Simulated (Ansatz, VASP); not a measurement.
# Two plane-wave programs on CuRu12

```xyz
13
Lattice="5.4000 0.0000 0.0000 -4.0500 7.0148 0.0000 0.0000 0.0000 4.2768" Properties=species:S:1:pos:R:3 pbc="T T T"
Ru   -0.1430   -0.1754    0.2222
Ru   -0.1597    1.6970    1.8938
Ru   -1.3435    2.3189   -0.1790
Ru   -1.3339    3.9081    2.1455
Ru   -2.6847    4.6719   -0.0686
Ru   -2.6974    5.9755    2.0053
Ru    2.8568   -0.1316    0.2355
Ru    2.8402    1.7402    1.9076
Ru    1.3450    2.6043    0.1242
Ru    1.3319    3.9080    2.1981
Ru   -0.0188    4.6717   -0.0159
Ru   -0.0093    6.2610    2.3086
Cu    1.3481    0.7825    3.2031
```

Alike in both runs: functional LDA; k mesh 4 × 3 × 4; occupations gaussian, width 0.05 eV; no spin polarisation.

Ansatz relaxed the structure, and its values are those at the end. VASP's run is a single point on that final structure, the one shown.

|  | VASP | Ansatz |
| --- | --- | --- |
| version | VASP 6.6.1 | Ansatz 0.2.0 |
| potentials or method | VASP PAW LDA potentials, release 64 (Ru_pv, Cu), cutoff 520 eV | scalar-relativistic, plane waves, PAW |
| valence electrons in the cell | 179 | 211 |

Ansatz gave:

- rms of the force components (eV/Å): 0.011

Q: Which values does VASP return?

A: rms of the force components (eV/Å): 0.026.

LDA's correlation is that of Perdew and Zunger in VASP and of Perdew and Wang (1992) in Ansatz. VASP's potentials hold 179 valence electrons a cell and Ansatz's 211, so a difference there can come from the potentials and not from the codes.

The k mesh is coarse, so the values compare programs but aren't converged.
